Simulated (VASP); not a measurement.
Crystal: KCl.

```
K Cl
1.0
     0.00000    3.14485    3.14485
     3.14485    0.00000    3.14485
     3.14485    3.14485    0.00000
K Cl
1 1
Direct
  0.00000 0.00000 0.00000
  0.50000 0.50000 0.50000
```

Program: VASP 6.6.1. Alike in all runs: task single point; no spin polarisation; cell as given; cutoff (eV) 520; smearing gaussian 0.01 eV.

Q: Order these runs on this cell by their band gap on the k mesh, lowest first.
A. level PBE; potentials or basis VASP PAW PBE potentials, release 64 (K_sv, Cl); k mesh 6 × 6 × 6
B. level HSE06; potentials or basis VASP PAW PBE potentials, release 64 (K_sv, Cl); k mesh 4 × 4 × 4; grid for exact exchange (PRECFOCK) Normal; screening parameter 0.2079 1/Å
C. level LDA; potentials or basis VASP PAW LDA potentials, release 64 (K_sv, Cl); k mesh 4 × 4 × 4
D. level r2SCAN; potentials or basis VASP PAW PBE potentials, release 64 (K_sv, Cl); k mesh 4 × 4 × 4

A: C (4.75 eV), A (5.19 eV), D (5.83 eV), B (6.50 eV).

Caveats: some runs use coarse meshes.
